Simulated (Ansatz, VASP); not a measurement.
Given: the input of a run of VASP 6.6.1 on BaMn2Bi2.

INCAR

```
SYSTEM = BaMn2Bi2
PREC     = Accurate       ! precision mode
ENCUT    = 520            ! plane-wave cutoff, eV
EDIFF    = 1E-7           ! SCF threshold, eV
ISMEAR   = -1             ! smearing method
SIGMA    = 0.05           ! smearing width, eV
LREAL    = .FALSE.        ! projectors in reciprocal space
LASPH    = .TRUE.         ! aspherical terms in the spheres
NELM     = 150            ! most SCF steps
ALGO     = Normal         ! electronic algorithm
ISIF     = 2              ! what is computed and relaxed
LWAVE    = .FALSE.        ! write WAVECAR
LCHARG   = .TRUE.         ! write CHGCAR
ISPIN    = 2              ! spin polarisation
MAGMOM   = 0 0 0 4 -4     ! initial moments
LORBIT   = 11             ! projections on sites
LMAXMIX  = 4              ! l up to which the mixer works
GGA      = PE             ! functional
LVHAR    = .TRUE.       
NBANDS   = 45             ! bands
KPAR     = 4
```

File KPOINTS:

```
regular mesh
0
G
  8 8 8
  0 0 0
```

POSCAR

```
BaMn2Bi2
1.0
   -2.2462852742      2.2462852742      7.2781801451
    2.2462852742     -2.2462852742      7.2781801451
    2.2462852742      2.2462852742     -7.2781801451
Bi Ba Mn
2 1 2
Direct
    0.6332120000      0.6332120000      0.0000000000
    0.3667880000      0.3667880000      0.0000000000
    0.0000000000      0.0000000000      0.0000000000
    0.7500000000      0.2500000000      0.5000000000
    0.2500000000      0.7500000000      0.5000000000
```

Potentials or basis: VASP PAW PBE potentials, release 64 (Bi_d, Ba_sv, Mn_pv).

The run is started by

```sh
$ cat potpaw_PBE.64/Bi_d/POTCAR potpaw_PBE.64/Ba_sv/POTCAR potpaw_PBE.64/Mn_pv/POTCAR > POTCAR
$ mpirun -np 4 vasp_std > vasp.out
```

Task: Set up the same calculation for Ansatz 0.2.0. Potentials there: Ansatz PAW.

Result: As run (the cutoff follows the program's own potentials):

input.yaml

```yaml
crystal:
  lattice:
    - [-2.2462852742, 2.2462852742, 7.2781801451]
    - [2.2462852742, -2.2462852742, 7.2781801451]
    - [2.2462852742, 2.2462852742, -7.2781801451]
  atoms:
    - { symbol: Bi, position: [0.633212, 0.633212, 0.0] }
    - { symbol: Bi, position: [0.366788, 0.366788, 0.0] }
    - { symbol: Ba, position: [0.0, 0.0, 0.0] }
    - { symbol: Mn, position: [0.75, 0.25, 0.5], spin: 4.0 }
    - { symbol: Mn, position: [0.25, 0.75, 0.5], spin: -4.0 }
hamiltonian:
  xc: pbe
  pseudopotentials: { kind: paw }
magnetization:
  spin_polarized: true
kpoints:
  mp_grid: { grid: [8, 8, 8] }
scf:
  occupations: { method: fermi_dirac, width: 0.05 }
output:
  forces: true
  stress: true
  eigenvalues: true
```

Potentials or basis: Ansatz PAW.

Run with:

```sh
$ ansatz run input.yaml --threads 2 --pin off --max-ram 5632MiB --backend cpu --events-out ev --progress --plain --runs-dir out
```

Both were run:

|  | VASP | Ansatz | Ansatz less VASP |
| --- | --- | --- | --- |
| gap on the k mesh at the Fermi level (eV) | 0.17 | 0.18 | +0.010 |
| least direct gap on the mesh (eV) | 0.39 | 0.41 | +0.020 |
| pressure (GPa) | -0.1 | -0.2 | -0.18 |
| rms of the force components (eV/Å) | 0.020 | 0.011 | -0.0090 |
| net moment per atom (μB) | 0.00 | 0.00 | 0.000 |
| size of the moment on the site where the two differ most (μB) | 3.86 | 3.91 | +0.051 |

Site moments also hang on the region over which each program counts them. Atom by atom the forces differ by 0.009 eV/Å (rms over components). VASP's potentials hold 66 valence electrons a cell and Ansatz's 70, so a difference there can come from the potentials and not from the codes.

Neither program's run includes spin-orbit coupling.
